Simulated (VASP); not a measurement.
# MgO (P6_3/mmc) in VASP: notebook

The runs below take MgO through single point, with PBE.

Everything below comes from runs of VASP 6.6.1. Logs are shortened: lines on timing, memory, paths and dates and some standing lists are left out, and cuts for length are marked.

## 1. The cell of the first run

It takes space group P6_3/mmc (No. 194, hexagonal). Conventional cell: a = 3.520 Å, b = 3.520 Å, c = 4.446 Å, α = 90.00°, β = 90.00°, γ = 120.00°. Mg (site symmetry -6m2) has 5 O at 2.03 to 2.22 Å within 2.7 Å. Within 2.7 Å of O (site symmetry -6m2) lie 5 Mg at 2.03 to 2.22 Å.

## 2. Single point, PBE (11.93 Å³/atom)

File INCAR:

```
PREC = Accurate ; ENCUT = 520
EDIFF = 1E-7 ; ISMEAR = 0
SIGMA = 0.05 ; LREAL = False
LASPH = True ; NELM = 80
ALGO = Normal ; ISIF = 2
LWAVE = False ; LCHARG = False
GGA = PE ; NBANDS = 16
```

File KPOINTS:

```
Automatic mesh
0
Gamma
  9 9 6
```

File POSCAR:

```
MgO
1.0
    3.5198932073      0.0000000000      0.0000000000
   -1.7599466037      3.0483169362      0.0000000000
    0.0000000000      0.0000000000      4.4463290995
Mg O
2 2
Direct
    0.6666666667      0.3333333333      0.7500000000
    0.3333333333      0.6666666667      0.2500000000
    0.6666666667      0.3333333333      0.2500000000
    0.3333333333      0.6666666667      0.7500000000
```

Potentials or basis: VASP PAW PBE potentials, release 64 (Mg, O).

Command:

```bash
$ cat potpaw_PBE.64/Mg/POTCAR potpaw_PBE.64/O/POTCAR > POTCAR
$ mpirun -np 1 vasp_std > vasp.out
```

OUTCAR:

```text
PREC = Accurate
   ENCUT = 520
   EDIFF = 1E-7
   ISMEAR = 0
   LREAL = False
   LASPH = True
   NELM = 80
   ISIF = 2
   GGA = PE

 ion  position               nearest neighbor table
   1  0.667  0.333  0.750-   4 2.03   4 2.03   4 2.03   3 2.22   3 2.22   2 3.01   2 3.01   2 3.01
                             2 3.01   2 3.01   2 3.01
   2  0.333  0.667  0.250-   3 2.03   3 2.03   3 2.03   4 2.22   4 2.22   1 3.01   1 3.01   1 3.01
                             1 3.01   1 3.01   1 3.01
   3  0.667  0.333  0.250-   2 2.03   2 2.03   2 2.03   1 2.22   1 2.22
   4  0.333  0.667  0.750-   1 2.03   1 2.03   1 2.03   2 2.22   2 2.22

  LATTYP: Found a hexagonal cell.
 ALAT       =     3.5198932073
 C/A-ratio  =     1.2632000000

  Lattice vectors:

 A1 = (   3.5198932073,   0.0000000000,   0.0000000000)
 A2 = (  -1.7599466037,   3.0483169362,   0.0000000000)
 A3 = (   0.0000000000,   0.0000000000,   4.4463290995)

Analysis of symmetry for initial positions (statically):
=====================================================================
 Subroutine PRICEL returns:
 Original cell was already a primitive cell.

 Routine SETGRP: Setting up the symmetry group for a
 hexagonal supercell.

 Subroutine GETGRP returns: Found 24 space group operations
 (whereof 12 operations were pure point group operations)
 out of a pool of 24 trial point group operations.

The static configuration has the point symmetry D_3d.
 The point group associated with its full space group is D_6h.

Analysis of symmetry for dynamics (positions and initial velocities):
=====================================================================
 Subroutine PRICEL returns:
 Original cell was already a primitive cell.

 Routine SETGRP: Setting up the symmetry group for a
 hexagonal supercell.

 Subroutine GETGRP returns: Found 24 space group operations
 (whereof 12 operations were pure point group operations)
 out of a pool of 24 trial point group operations.

The dynamic configuration has the point symmetry D_3d.
 The point group associated with its full space group is D_6h.

 Subroutine INISYM returns: Found 24 space group operations
 (whereof 12 operations are pure point group operations),
 and found     1 'primitive' translations

----------------------------------------------------------------------------------------

                                     Primitive cell

  volume of cell :      47.7080

  direct lattice vectors                    reciprocal lattice vectors
     3.519893207  0.000000000  0.000000000     0.284099528  0.164024939  0.000000000
    -1.759946604  3.048316936  0.000000000     0.000000000  0.328049878  0.000000000
     0.000000000  0.000000000  4.446329099     0.000000000  0.000000000  0.224904630

  length of vectors
     3.519893207  3.519893207  4.446329099     0.328049878  0.328049878  0.224904630

  position of ions in fractional coordinates (direct lattice)
     0.666666667  0.333333333  0.750000000
     0.333333333  0.666666667  0.250000000
     0.666666667  0.333333333  0.250000000
     0.333333333  0.666666667  0.750000000

  ion indices of the primitive-cell ions
   primitive index   ion index
                 1           1
                 2           2
                 3           3
                 4           4

----------------------------------------------------------------------------------------

 KPOINTS: Automatic mesh

Automatic generation of k-mesh.
 Grid dimensions read from file:
 generate k-points for:    9    9    6

 Generating k-lattice:

  Cartesian coordinates                     Fractional coordinates (reciprocal lattice)
     0.031566614  0.018224993  0.000000000     0.111111111  0.000000000  0.000000000
     0.000000000  0.036449986  0.000000000     0.000000000  0.111111111  0.000000000
     0.000000000  0.000000000  0.037484105     0.000000000  0.000000000  0.166666667

  Length of vectors
     0.036449986  0.036449986  0.037484105

  Shift w.r.t. Gamma in fractional coordinates (k-lattice)
     0.000000000  0.000000000  0.000000000

 Subroutine IBZKPT returns following result:
 ===========================================

 Found     48 irreducible k-points:

 Following reciprocal coordinates:
            Coordinates               Weight
  0.000000  0.000000  0.000000      1.000000
  0.111111  0.000000  0.000000      6.000000
  0.222222  0.000000  0.000000      6.000000
  0.333333  0.000000  0.000000      6.000000
  0.444444  0.000000  0.000000      6.000000
  0.111111  0.111111  0.000000      6.000000
[... 16 lines left out ...]
  0.333333  0.222222  0.166667     24.000000
  0.333333  0.333333  0.166667      4.000000
 [... further k-points ...]
   k-points           NKPTS =     48   k-points in BZ     NKDIM =     48   number of bands    NBANDS=     16
   number of dos      NEDOS =    301   number of ions     NIONS =      4
   total plane-waves  NPLWV =  28224
   dimension x,y,z NGX =    28 NGY =   28 NGZ =   36
   dimension x,y,z NGXF=    56 NGYF=   56 NGZF=   72
   ions per type =               2   2
   NGX,Y,Z   is equivalent  to a cutoff of  13.22, 13.22, 13.46 a.u.
   NGXF,Y,Z  is equivalent  to a cutoff of  26.45, 26.45, 26.92 a.u.
 SYSTEM =  unknown system
   PREC   = accura    normal or accurate (medium, high low for compatibility)
   ISTART =      0    job   : 0-new  1-cont  2-samecut
   ICHARG =      2    charge: 1-file 2-atom 10-const
   ISPIN  =      1    spin polarized calculation?
   LNONCOLLINEAR =      F non collinear calculations
   LSORBIT =      F    spin-orbit coupling
   LASPH  =      T    aspherical Exc in radial PAW
   ENCUT  =  520.0 eV  38.22 Ry    6.18 a.u.   6.54  6.54  8.27*2*pi/ulx,y,z
   NELM   =     80;   NELMIN=  2; NELMDL= -5     # of ELM steps
   EDIFF  = 0.1E-06   stopping-criterion for ELM
   LREAL  =      F    real-space projection
   EDIFFG = 0.1E-05   stopping-criterion for IOM
   NSW    =      0    number of steps for IOM
   IBRION =     -1    ionic relax: 0-MD 1-quasi-New 2-CG
   NFREE  =      0    steps in history (QN), initial steepest desc. (CG)
   ISIF   =      2    stress and relaxation
   ISYM   =      2    0-nonsym 1-usesym 2-fastsym
   POTIM  = 0.5000    time-step for ionic-motion
   TEBEG  =    0.0;   TEEND  =   0.0 temperature during run
   PSTRESS=    0.0 pullay stress
   NELECT =      16.0000    total number of electrons
   NUPDOWN=      -1.0000    fix difference up-down
   EMIN   =  10.00;   EMAX   =-10.00  energy-range for DOS
   EFERMI =   0.00;   METHOD = LEGACY
   ISMEAR =     0;   SIGMA  =   0.05  broadening in eV -4-tet -1-fermi 0-gaus
   EFERMI_NEDOS =   21; number of points for ismear=-14 and -15
   IALGO  =     38    algorithm
   IMIX   =      4    mixing-type and parameters
     AMIX     =   0.40;   BMIX     =  1.00
     AMIX_MAG =   1.60;   BMIX_MAG =  1.00
  volume/ion in A,a.u.               =      11.93        80.49
  Fermi-wavevector in a.u.,A,eV,Ry     =   1.137412  2.149397 17.601935  1.293706
  Thomas-Fermi vector in A             =   2.274117
   LORBIT       =      0    0 simple, 1 ext, 2 COOP (PROOUT), +10 PAW based schemes
   GGA     = PE    functional components
   LHFCALC =     F    Hartree Fock is set to
   AEXX    =    0.0000 exact exchange contribution
   IVDW    =     0    specifies the selected vdW correction
   LEPSILON=     F    determine dielectric tensor
   LRPA    =     F    only Hartree local field effects (RPA)
 non-spin polarized calculation
 Gauss-broadening in eV      SIGMA  =   0.05
  energy-cutoff  :      520.00
  volume of cell :       47.71
 maximum number of plane-waves:      1319
 NGX is ok and might be reduce to    28
   NGX = 13   NGY = 13   NGZ = 17

 number of electron      15.9999993 magnetization

 Free energy of the ion-electron system (eV)
  ---------------------------------------------------
  ext. energy  EPLUGINS =         0.00000000
  ---------------------------------------------------
  free energy    TOTEN  =       -23.60388242 eV

  energy without entropy =      -23.60388242  energy(sigma->0) =      -23.60388242

 E-fermi :   1.8141     XC(G=0):  -9.7308

 val. band max:        1.5762128845   @ k =   0.0000   0.0000   0.0000
 cond. band min:       4.5274368872   @ k =   0.0000   0.0000   0.0000
 fundamental gap:      2.9512240026
 Fermi energy:         1.8140851022

 k-point     1 :       0.0000    0.0000    0.0000
  band No.  band energies     occupation
      1     -15.0797      2.00000
      2     -13.9627      2.00000
      3      -1.9272      2.00000
      4      -0.0089      2.00000
      5      -0.0089      2.00000
      6       0.7381      2.00000
[... 8 lines left out ...]
     15      16.4661      0.00000
     16      16.8444      0.00000

 k-point     2 :       0.1111    0.0000    0.0000
  band No.  band energies     occupation
      1     -15.0259      2.00000
      2     -13.9660      2.00000
      3      -1.8303      2.00000
      4      -0.2116      2.00000
      5      -0.0946      2.00000
      6       0.4298      2.00000
[... 8 lines left out ...]
     15      16.1854      0.00000
     16      16.2329      0.00000

 k-point     3 :       0.2222    0.0000    0.0000
  band No.  band energies     occupation
      1     -14.8782      2.00000
      2     -13.9834      2.00000
      3      -1.5532      2.00000
      4      -0.7950      2.00000
      5      -0.2757      2.00000
      6      -0.0124      2.00000
[... 8 lines left out ...]
     15      15.2964      0.00000
     16      15.3761      0.00000

 k-point     4 :       0.3333    0.0000    0.0000
  band No.  band energies     occupation
      1     -14.6791      2.00000
      2     -14.0316      2.00000
      3      -1.4196      2.00000
      4      -1.1431      2.00000
      5      -0.4469      2.00000
      6      -0.3189      2.00000
[... 8 lines left out ...]
     15      15.0407      0.00000
     16      15.2321      0.00000
[... 324 lines left out ...]
 k-point    22 :       0.2222    0.2222    0.1667
  band No.  band energies     occupation
      1     -14.5343      2.00000
      2     -14.0950      2.00000
      3      -1.4897      2.00000
      4      -1.4347      2.00000
      5      -0.4554      2.00000
      6      -0.1715      2.00000
[... 8 lines left out ...]
     15      14.7377      0.00000
     16      16.5184      0.00000

 k-point    23 :       0.3333    0.2222    0.1667
  band No.  band energies     occupation
      1     -14.3836      2.00000
      2     -14.1651      2.00000
      3      -1.7336      2.00000
      4      -1.1956      2.00000
      5      -0.8318      2.00000
      6       0.0764      2.00000
[... 8 lines left out ...]
     15      14.7102      0.00000
     16      16.4973      0.00000

 k-point    24 :       0.3333    0.3333    0.1667
  band No.  band energies     occupation
      1     -14.2602      2.00000
      2     -14.2602      2.00000
      3      -1.6704      2.00000
      4      -1.1028      2.00000
      5      -1.1028      2.00000
      6       0.2897      2.00000
[... 8 lines left out ...]
     15      14.7764      0.00000
     16      17.2873      0.00000

 [... further k-points ...]
[... 5 lines left out ...]
  --------------------------------------------------------------------------------------
  -------------------------------------------------------------------------------------
  Total       -1.1119563     -1.1119563     -2.7024020      0.0000000      0.0000000      0.0000000
  in kB      -37.3428195    -37.3428195    -90.7547402      0.0000000      0.0000000      0.0000000
  external PRESSURE =     -55.1467931 kB  Pullay stress =       0.0000000 kB

 VOLUME and BASIS-vectors are now :
 -----------------------------------------------------------------------------
  energy-cutoff  :      520.00
  volume of cell :       47.71
      direct lattice vectors                 reciprocal lattice vectors
     3.519893207  0.000000000  0.000000000     0.284099528  0.164024939  0.000000000
    -1.759946604  3.048316936  0.000000000     0.000000000  0.328049878  0.000000000
     0.000000000  0.000000000  4.446329099     0.000000000  0.000000000  0.224904630

 POSITION                                       TOTAL-FORCE (eV/Angst)
 -----------------------------------------------------------------------------------
      1.75995      1.01611      3.33475         0.000000     -0.000000      0.000000
     -0.00000      2.03221      1.11158        -0.000000      0.000000      0.000000
      1.75995      1.01611      1.11158        -0.000000     -0.000000      0.000000
     -0.00000      2.03221      3.33475         0.000000      0.000000      0.000000
 -----------------------------------------------------------------------------------
    total drift:                               -0.000000      0.000000     -0.000000

  FREE ENERGIE OF THE ION-ELECTRON SYSTEM (eV)
  ---------------------------------------------------
  free  energy   TOTEN  =       -23.6038824197 eV

  energy  without entropy=      -23.6038824197  energy(sigma->0) =      -23.60388242
```

It took 53 s on 1 thread of Intel Xeon 8259CL, shared host; peak memory 0.19 GiB.

Results:

```
Free energy            : -23.6039 eV
Pressure               : -5.5 GPa
Band gap on the k mesh : 2.95 eV
```

Caveat: the cell stands under tension.

## 3. Single point, PBE (11.93 Å³/atom)

File INCAR:

```
PREC     = Accurate       # precision mode
ENCUT    = 520            # plane-wave cutoff, eV
EDIFF    = 1E-6           # SCF threshold, eV
ISMEAR   = 0              # smearing method
SIGMA    = 0.05           # smearing width, eV
LREAL    = False          # projectors in reciprocal space
LASPH    = True           # aspherical terms in the spheres
NELM     = 60             # most SCF steps
ALGO     = Normal         # electronic algorithm
ISIF     = 2              # what is computed and relaxed
LWAVE    = False          # write WAVECAR
LCHARG   = False          # write CHGCAR
GGA      = PE             # functional
NBANDS   = 16             # bands
```

File KPOINTS:

```
regular mesh
0
Gamma
  9 9 6
```

File POSCAR:

```
MgO
1.0
    3.6735795496      0.0000000000      0.0000000000
   -1.8367897748      3.1814132127      0.0000000000
    0.0000000000      0.0000000000      4.0820815955
Mg O
2 2
Direct
    0.6666666667      0.3333333333      0.7500000000
    0.3333333333      0.6666666667      0.2500000000
    0.6666666667      0.3333333333      0.2500000000
    0.3333333333      0.6666666667      0.7500000000
```

Potentials or basis: VASP PAW PBE potentials, release 64 (Mg, O).

Command:

```bash
$ cat potpaw_PBE.64/Mg/POTCAR potpaw_PBE.64/O/POTCAR > POTCAR
$ mpirun -np 1 vasp_std > vasp.out
```

Wall time 43 s (1 thread of Intel Xeon 8259CL, shared host); peak memory 0.18 GiB.

The run converged. Its results:

| Property | Result |
| --- | --- |
| Free energy | -23.5560 eV |
| Pressure | -4.0 GPa |
| Band gap on the k mesh | 3.17 eV |

Stress tensor (GPa, compression positive):
```
-7.63  0.00  0.00
 0.00 -7.63  0.00
 0.00  0.00  3.11
```

Levels at points of the mesh, in eV from the valence-band top:
| k point | band 5 | band 6 | band 7 | band 8 | band 9 | band 10 | band 11 | band 12 |
| --- | --- | --- | --- | --- | --- | --- | --- | --- |
| (0.00, 0.00, 0.00) | -1.56 | -0.49 | -0.49 | 0.00 | 3.17 | 9.29 | 11.70 | 11.70 |
| (0.00, 0.00, 0.50) | -1.04 | -1.04 | -1.04 | -1.04 | 6.25 | 6.25 | 12.05 | 12.05 |

Caveat: the cell stands under tension.

## 4. Single point, PBE (12.11 Å³/atom)

This run uses another cell than the first one, of 12.11 Å³/atom.

File INCAR:

```
ALGO = Normal ; EDIFF = 1E-6
ENCUT = 520 ; GGA = PE
ISIF = 2 ; ISMEAR = 0
LASPH = T ; LCHARG = F
LREAL = F ; LWAVE = F
NBANDS = 16 ; NELM = 100
PREC = Accurate ; SIGMA = 0.05
```

File KPOINTS:

```
k-points
0
Gamma
  9 9 6
```

File POSCAR:

```
MgO
1.0
    3.6140780809      0.0000000000      0.0000000000
   -1.8070390405      3.1298834293      0.0000000000
    0.0000000000      0.0000000000      4.2819597102
Mg O
2 2
Direct
    0.6666666667      0.3333333333      0.7500000000
    0.3333333333      0.6666666667      0.2500000000
    0.6666666667      0.3333333333      0.2500000000
    0.3333333333      0.6666666667      0.7500000000
```

Command:

```bash
$ cat potpaw_PBE.64/Mg/POTCAR potpaw_PBE.64/O/POTCAR > POTCAR
$ mpirun -np 1 vasp_std > vasp.out
```

It took 46 s on 1 thread of Intel Xeon 8259CL, shared host; peak memory 0.18 GiB.

Results (log left out):

```
Free energy            : -23.6015 eV
Pressure               : -7.2 GPa
Band gap on the k mesh : 2.98 eV
```

Stress tensor (GPa, compression positive):
```
-7.65  0.00  0.00
 0.00 -7.65  0.00
 0.00  0.00 -6.44
```

Levels at points of the mesh, in eV from the valence-band top:
| k point | band 6 | band 7 | band 8 | band 9 | band 10 | band 11 |
| --- | --- | --- | --- | --- | --- | --- |
| (0.00, 0.00, 0.00) | -0.66 | -0.66 | 0.00 | 2.98 | 8.77 | 11.62 |
| (0.00, 0.00, 0.50) | -1.12 | -1.12 | -1.12 | 5.98 | 5.98 | 12.20 |

Caveat: the cell stands under tension.

(Part 1 of 2 ends here.)
